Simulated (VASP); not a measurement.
Input of a VASP 6.6.1 run:

INCAR

```
SYSTEM = InSe
  PREC = Accurate
  ENCUT = 520
  EDIFF = 1E-6
  ISMEAR = -1
  SIGMA = 0.05
  LREAL = .False.
  LASPH = .True.
  NELM = 80
  ALGO = Normal
  ISIF = 2
  LWAVE = .False.
  LCHARG = .True.
  GGA = CA
  LELF = .True.
  LVHAR = .True.
  NBANDS = 48
```

File KPOINTS:

```
regular mesh
0
Gamma
  8 8 2
  0 0 0
```

The input POSCAR:

```
InSe
1.0
    3.9672058866      0.0000000000      0.0000000000
   -1.9836029433      3.4357010799      0.0000000000
    0.0000000000      0.0000000000     16.4578324099
In Se
4 4
Direct
    0.6666666667      0.3333333333      0.8333120816
    0.3333333333      0.6666666667      0.3333120816
    0.6666666667      0.3333333333      0.6666879184
    0.3333333333      0.6666666667      0.1666879184
    0.6666666667      0.3333333333      0.4105304933
    0.3333333333      0.6666666667      0.9105304933
    0.6666666667      0.3333333333      0.0894695067
    0.3333333333      0.6666666667      0.5894695067
```

Potentials or basis: VASP PAW LDA potentials, release 64 (In_d, Se).

Run with:

```console
$ cat potpaw_LDA.64/In_d/POTCAR potpaw_LDA.64/Se/POTCAR > POTCAR
$ mpirun -np 1 vasp_std > vasp.out
```

Question: Predict the pressure.

Answer: 0.1 GPa.

Question: What does it give for the largest force?

Answer: 0.029 eV/Å.

Forces in eV/Å, atoms in the order of the input:
```
In   0.000  0.000 -0.013
In   0.000  0.000 -0.013
In   0.000  0.000  0.013
In   0.000  0.000  0.013
Se   0.000  0.000  0.029
Se   0.000  0.000  0.029
Se   0.000  0.000 -0.029
Se   0.000  0.000 -0.029
```
